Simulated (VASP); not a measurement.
# CdSe (P1) in VASP: single point with PBE

Aim: the single point of CdSe with PBE.

Everything below comes from runs of VASP 6.6.1. Logs are shortened: lines on timing, memory, paths and dates and some standing lists are left out, and cuts for length are marked.

**1. The cell of the first run**

The typed cell holds 16 atoms: a = 7.191 Å, b = 7.191 Å, c = 7.191 Å, α = 90.00°, β = 90.00°, γ = 90.00°.

**2. Single point, PBE**

Input file INCAR:

```
  ALGO = Normal
  EDIFF = 1E-6
  ENCUT = 520
  GGA = PE
  ISIF = 2
  ISMEAR = -1
  LASPH = True
  LCHARG = False
  LREAL = Auto
  LWAVE = False
  NBANDS = 86
  NELM = 60
  PREC = Accurate
  SIGMA = 0.052
```

Input file KPOINTS:

```
k-points
0
Gamma
  2 2 2
```

Input file POSCAR:

```
CdSe
1.0
    7.1908060000      0.0000000000      0.0000000000
    0.0000000000      7.1908060000      0.0000000000
    0.0000000000      0.0000000000      7.1908060000
Cd Se
8 8
Direct
    0.0049086292      0.0103099708      0.0131217558
    0.0065354287      0.0016618443      0.5013065295
    0.0006219052      0.4987884529      0.0062553488
   -0.0010531504      0.5045623536      0.4806139951
    0.5129765704      0.0068098069     -0.0060777610
    0.4967408382     -0.0068447125      0.5066806141
    0.4986652400      0.5122218566      0.0039044302
    0.4996154812      0.5033687461      0.5137545082
    0.2499068950      0.2556828817      0.2435013544
    0.2403923844      0.2420023569      0.7295139098
    0.2524347062      0.7373861845      0.2400388774
    0.2323059473      0.7648034170      0.7546241687
    0.7516968195      0.2490738868      0.2685790717
    0.7519983156      0.2382417214      0.7329923794
    0.7587331657      0.7640671991      0.2478633132
    0.7375637724      0.7363394312      0.7586918629
```

Potentials or basis: VASP PAW PBE potentials, release 64 (Cd, Se).

Run with:

```
$ cat potpaw_PBE.64/Cd/POTCAR potpaw_PBE.64/Se/POTCAR > POTCAR
$ mpirun -np 1 vasp_std > vasp.out
```

OUTCAR:

```text
EDIFF = 1E-6
   ENCUT = 520
   GGA = PE
   ISIF = 2
   ISMEAR = -1
   LASPH = True
   LREAL = Auto
   NELM = 60
   PREC = Accurate

 ion  position               nearest neighbor table
   1  0.005  0.010  0.013-   9 2.99  15 3.02  12 3.04  13 3.10  11 3.11  10 3.13  14 3.17   2 3.51
                             3 3.51   5 3.54   5 3.66   3 3.68   2 3.68
   2  0.007  0.002  0.501-  10 2.92  12 2.98  14 3.00  13 3.05  15 3.07   9 3.14  11 3.20  16 3.29
                             1 3.51   6 3.53   4 3.58   4 3.62   6 3.67   1 3.68
   3  0.001  0.499  0.006-  11 3.01   9 3.03  16 3.11  15 3.11  12 3.12  13 3.16  10 3.22  14 3.25
                             4 3.41   1 3.51   7 3.58   7 3.61   1 3.68   4 3.78
   4  0.999  0.505  0.481-  13 2.98  11 3.02  15 3.04   9 3.06  10 3.13  14 3.18  12 3.19  16 3.21
                             3 3.41   2 3.58   8 3.60   8 3.61   2 3.62   3 3.78
   5  0.513  0.007  0.994-  14 3.04  16 3.04  15 3.08  13 3.14   9 3.16  12 3.17  10 3.21  11 3.22
                             6 3.51   1 3.54   7 3.56   7 3.64   1 3.66   6 3.69
   6  0.497  0.993  0.507-  14 3.02  10 3.03  12 3.08  13 3.11  16 3.11  15 3.12  11 3.19   9 3.21
                             5 3.51   8 3.52   2 3.53   2 3.67   8 3.67   5 3.69
   7  0.499  0.512  0.004-  11 2.94  16 2.94   9 3.09  15 3.14  12 3.19  13 3.24   8 3.53   5 3.56
                             3 3.58   3 3.61   5 3.64   8 3.67
   8  0.500  0.503  0.514-  16 2.97  14 3.07  10 3.07  13 3.12  11 3.14   9 3.19  12 3.20  15 3.26
                             6 3.52   7 3.53   4 3.60   4 3.61   7 3.67   6 3.67
   9  0.250  0.256  0.244-   1 2.99   3 3.03   4 3.06   7 3.09   2 3.14   5 3.16   8 3.19   6 3.21

  10  0.240  0.242  0.730-   2 2.92   6 3.03   8 3.07   4 3.13   1 3.13   5 3.21   3 3.22
  11  0.252  0.737  0.240-   7 2.94   3 3.01   4 3.02   1 3.11   8 3.14   6 3.19   2 3.20   5 3.22
[... 5 lines left out ...]
  14  0.752  0.238  0.733-   2 3.00   6 3.02   5 3.04   8 3.07   1 3.17   4 3.18   3 3.25
  15  0.759  0.764  0.248-   1 3.02   4 3.04   2 3.07   5 3.08   3 3.11   6 3.12   7 3.14   8 3.26

  16  0.738  0.736  0.759-   7 2.94   8 2.97   5 3.04   3 3.11   6 3.11   4 3.21   2 3.29

  LATTYP: Found a simple cubic cell.
 ALAT       =     7.1908060000

  Lattice vectors:

 A1 = (   7.1908060000,   0.0000000000,   0.0000000000)
 A2 = (   0.0000000000,   7.1908060000,   0.0000000000)
 A3 = (   0.0000000000,   0.0000000000,   7.1908060000)

Analysis of symmetry for initial positions (statically):
=====================================================================
 Subroutine PRICEL returns:
 Original cell was already a primitive cell.

 Routine SETGRP: Setting up the symmetry group for a
 simple cubic supercell.

 Subroutine GETGRP returns: Found  1 space group operations
 (whereof  1 operations were pure point group operations)
 out of a pool of 48 trial point group operations.

The static configuration has the point symmetry C_1 .

[... 136 lines left out ...]
   EMIN   =  10.00;   EMAX   =-10.00  energy-range for DOS
   EFERMI =   0.00;   METHOD = LEGACY
   ISMEAR =    -1;   SIGMA  =   0.05  broadening in eV -4-tet -1-fermi 0-gaus
   EFERMI_NEDOS =   21; number of points for ismear=-14 and -15
   IALGO  =     38    algorithm
   IMIX   =      4    mixing-type and parameters
     AMIX     =   0.40;   BMIX     =  1.00
     AMIX_MAG =   1.60;   BMIX_MAG =  1.00
  volume/ion in A,a.u.               =      23.24       156.82
  Fermi-wavevector in a.u.,A,eV,Ry     =   1.193305  2.255019 19.374378  1.423977
  Thomas-Fermi vector in A             =   2.329322
   LORBIT       =      0    0 simple, 1 ext, 2 COOP (PROOUT), +10 PAW based schemes
   GGA     = PE    functional components
   LHFCALC =     F    Hartree Fock is set to
   AEXX    =    0.0000 exact exchange contribution
   IVDW    =     0    specifies the selected vdW correction
   LEPSILON=     F    determine dielectric tensor
   LRPA    =     F    only Hartree local field effects (RPA)
 non-spin polarized calculation
  energy-cutoff  :      520.00
  volume of cell :      371.82
 maximum number of plane-waves:     10068
 NGX is ok and might be reduce to    54
   NGX = 27   NGY = 27   NGZ = 27

 number of electron     143.9999998 magnetization

 Free energy of the ion-electron system (eV)
  ---------------------------------------------------
  ext. energy  EPLUGINS =         0.00000000
  ---------------------------------------------------
  free energy    TOTEN  =       -34.61313612 eV

  energy without entropy =      -34.47410692  energy(sigma->0) =      -34.54362152

 E-fermi :   3.0990     XC(G=0): -10.2381

 val. band max:        3.0879133981   @ k =   0.0000   0.0000   0.5000
 cond. band min:       3.1021095159   @ k =   0.0000   0.0000   0.5000
 fundamental gap:      0.0141961178
 Fermi energy:         3.0989646417

 k-point     1 :       0.0000    0.0000    0.0000
  band No.  band energies     occupation
      1     -10.4380      2.00000
      2      -9.6438      2.00000
      3      -9.6330      2.00000
      4      -9.6189      2.00000
      5      -9.2748      2.00000
      6      -9.2520      2.00000
[... 685 lines left out ...]
     83       7.9991      0.00000
     84       8.0652      0.00000
 [bands above 84 left out]

------------------------ aborting loop because EDIFF is reached ----------------------------------------

  FORCE on cell =-STRESS in cart. coord.  units (eV):
  Direction    XX          YY          ZZ          XY          YZ          ZX
  --------------------------------------------------------------------------------------
  -------------------------------------------------------------------------------------
  Total       -2.6818676     -1.0962434     -2.9792908     -0.1052561      0.1579448      0.1126226
  in kB      -11.5562041     -4.7237279    -12.8378045     -0.4535499      0.6805861      0.4852925
  external PRESSURE =      -9.7059121 kB  Pullay stress =       0.0000000 kB

 VOLUME and BASIS-vectors are now :
 -----------------------------------------------------------------------------
  energy-cutoff  :      520.00
  volume of cell :      371.82
      direct lattice vectors                 reciprocal lattice vectors
     7.190806000  0.000000000  0.000000000     0.139066469  0.000000000  0.000000000
     0.000000000  7.190806000  0.000000000     0.000000000  0.139066469  0.000000000
     0.000000000  0.000000000  7.190806000     0.000000000  0.000000000  0.139066469

 POSITION                                       TOTAL-FORCE (eV/Angst)
 -----------------------------------------------------------------------------------
      0.03530      0.07414      0.09436         0.066734     -0.018458     -0.009405
      0.04699      0.01195      3.60480        -0.077382     -0.027353      0.024715
      0.00447      3.58669      0.04498        -0.023329      0.028165     -0.134532
      7.18323      3.62821      3.45600         0.048664      0.015885      0.105411
      3.68872      0.04897      7.14710        -0.006806      0.087348      0.000681
      3.57197      7.14159      3.64344         0.027545     -0.006015     -0.058260
[... 8 lines left out ...]
      5.45590      5.49426      1.78234         0.216824      0.436131      0.140404
      5.30368      5.29487      5.45561        -0.532208     -0.770054      0.011349
 -----------------------------------------------------------------------------------
    total drift:                               -0.005713     -0.021504      0.012925

  FREE ENERGIE OF THE ION-ELECTRON SYSTEM (eV)
  ---------------------------------------------------
  free  energy   TOTEN  =       -34.6131361154 eV

  energy  without entropy=      -34.4741069239  energy(sigma->0) =      -34.54362152
```

stdout:

```text
POSCAR found type information on POSCAR CdSe
 POSCAR found :  2 types and      16 ions
 scaLAPACK will be used
 LDA part: xc-table for (Slater+PW92), standard interpolation
 POSCAR, INCAR and KPOINTS ok, starting setup
 FFT: planning ... GRIDC
 FFT: planning ... GRID_SOFT
 FFT: planning ... GRID
 WAVECAR not read
 entering main loop
```

Wall time 9.8 min (1 thread of Intel Xeon 8259CL, shared host); peak memory 0.47 GiB.

Results:

| Quantity | Value |
| --- | --- |
| Free energy | -34.6131 eV |
| Pressure | -1.0 GPa |
| Largest force | 0.936 eV/Å |
| Band gap on the k mesh | 0.01 eV |

Forces on the atoms (eV/Å):
```
Cd   0.067 -0.018 -0.009
Cd  -0.077 -0.027  0.025
Cd  -0.023  0.028 -0.135
Cd   0.049  0.016  0.105
Cd  -0.007  0.087  0.001
Cd   0.028 -0.006 -0.058
Cd   0.024 -0.001  0.090
Cd  -0.023 -0.038  0.020
Se   0.086 -0.470 -0.719
Se   0.275  0.684 -0.217
Se   0.465 -0.207  0.322
Se  -0.358  0.206 -0.006
Se  -0.139  0.672 -0.216
Se  -0.048 -0.591  0.645
Se   0.217  0.436  0.140
Se  -0.532 -0.770  0.011
```

Caveat: the k points lie up to 0.44 Å⁻¹ apart; the atoms stand as in a frame of molecular dynamics; the structure was generated, so it needn't be the stable form of CdSe; semilocal functionals underestimate gaps, and a narrow one can read as zero. A k mesh can miss the band edges.
